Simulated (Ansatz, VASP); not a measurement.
**Two plane-wave programs on SbS3**

Contents of INCAR:

```
SYSTEM = SbS3
PREC = Accurate
ENCUT = 520
EDIFF = 1E-6
ISMEAR = 0
SIGMA = 0.1
LREAL = .FALSE.
LASPH = .TRUE.
NELM = 100
ALGO = Normal
ISIF = 2
LWAVE = .FALSE.
LCHARG = .FALSE.
GGA = PE
NBANDS = 20
```

The input KPOINTS:

```
Automatic mesh
0
G
  12 12 14
  0 0 0
```

POSCAR

```
SbS3
1.0
    5.5208773579      0.0000000000      0.0000000000
   -2.7604386790      4.7812200432      0.0000000000
    0.0000000000      0.0000000000      3.2579749862
Sb S
1 3
Direct
    0.0000000000      0.0000000000      0.5000000000
    0.5000000000      0.0000000000      0.5000000000
    0.0000000000      0.5000000000      0.5000000000
    0.5000000000      0.5000000000      0.5000000000
```

Input for Ansatz:

```yaml
crystal:
  lattice:
    - [5.5208773579, 0.0, 0.0]
    - [-2.760438679, 4.7812200432, 0.0]
    - [0.0, 0.0, 3.2579749862]
  atoms:
    - { symbol: Sb, position: [0.0, 0.0, 0.5] }
    - { symbol: S, position: [0.5, 0.0, 0.5] }
    - { symbol: S, position: [0.0, 0.5, 0.5] }
    - { symbol: S, position: [0.5, 0.5, 0.5] }
basis:
  ecutwfc: 420
kpoints:
  mp_grid: { grid: [12, 12, 14] }
  band_path:
    path:
      - [[0.0, 0.0, 0.0], [0.5, 0.0, 0.0], [0.33333333, 0.33333333, 0.0], [0.0, 0.0, 0.0], [0.0, 0.0, 0.5], [0.5, 0.0, 0.5], [0.33333333, 0.33333333, 0.5], [0.0, 0.0, 0.5]]
      - [[0.5, 0.0, 0.5], [0.5, 0.0, 0.0]]
      - [[0.33333333, 0.33333333, 0.5], [0.33333333, 0.33333333, 0.0]]
    npoints: 14
hamiltonian:
  xc: pbe
scf:
  occupations: { method: gaussian, width: 0.1 }
  n_extra_bands: 10
output:
  forces: true
  stress: true
  eigenvalues: true
  populations: true
  dos: { projected: true, de: 0.02, nscf_kmesh: { grid: [15, 15, 17] } }
  bader: true
  write_density: true
  write_potential: true
  elf: true
  volumetric_format: npy
```

Alike in both runs: task single point; functional PBE; k mesh 12 × 12 × 14; occupations gaussian, width 0.1 eV; no spin polarisation.

```csv
,VASP,Ansatz
version,VASP 6.6.1,Ansatz 0.2.0
potentials or method,"VASP PAW PBE potentials, release 64 (Sb, S), cutoff 520 eV","scalar-relativistic, plane waves, PAW"
valence electrons in the cell,23,33
```

|  | VASP | Ansatz | Ansatz less VASP |
| --- | --- | --- | --- |
| gap on the k mesh at the Fermi level (eV) | none | none | - |
| pressure (GPa) | -0.2 | 0.0 | +0.20 |
| traceless stress, the component that is largest in VASP (GPa) | 0.18 | 0.00 | -0.171 |

A gap of «none» marks a metal or a gap that the smearing closes. VASP's potentials hold 23 valence electrons a cell and Ansatz's 33, so a difference there can come from the potentials and not from the codes.

Spin-orbit coupling is off throughout.
